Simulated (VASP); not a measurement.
Crystal: CuSi.

```
Si Cu
1.0
     2.63888    0.00000    0.00000
    -1.31944    2.28534    0.00000
     0.00000    0.00000    4.30313
Si Cu
1 1
Direct
  0.33333 0.66667 0.00000
  0.66667 0.33333 0.50000
```

* Program: VASP 6.6.1
* Task: relaxation of cell and atoms
* Functional: PBE
* Potentials or basis: VASP PAW PBE potentials, release 64 (Si, Cu)
* Cutoff: 600 eV
* k mesh: 24 × 24 × 14
* Occupations: gaussian, width 0.1 eV
* Spin: no spin polarisation

At the start: pressure 0.9 GPa; volume 12.98 Å³/atom.

**Question.** Where does the relaxation end?

**Answer.** Over 11 steps the energy falls by 9.4 meV/atom and the volume is 13.26 Å³/atom (+2.2 %); space group P-6m2 (No. 187, to 0.05 Å).

Step by step:
```tsv
step	energy change (eV)	largest force (eV/Å)	pressure (GPa)	volume (Å³)
1	0.0000	0.0000	0.89	25.95
2	-0.0034	0.0000	-0.22	26.22
3	-0.0043	0.0000	-2.20	26.73
4	-0.0047	0.0000	-1.59	26.56
5	-0.0068	0.0000	-1.41	26.53
6	-0.0130	0.0000	-0.88	26.46
7	-0.0180	0.0000	0.79	26.28
8	-0.0180	0.0000	0.99	26.26
9	-0.0183	0.0000	0.35	26.50
10	-0.0185	0.0000	0.57	26.41
11	-0.0188	0.0000	-0.04	26.52
```

Final structure:
```
Si Cu
1.0
     2.76403    0.00000    0.00000
    -1.38201    2.39372    0.00000
     0.00000    0.00000    4.00823
Si Cu
1 1
Direct
  0.33333 0.66667 0.00000
  0.66667 0.33333 0.50000
```
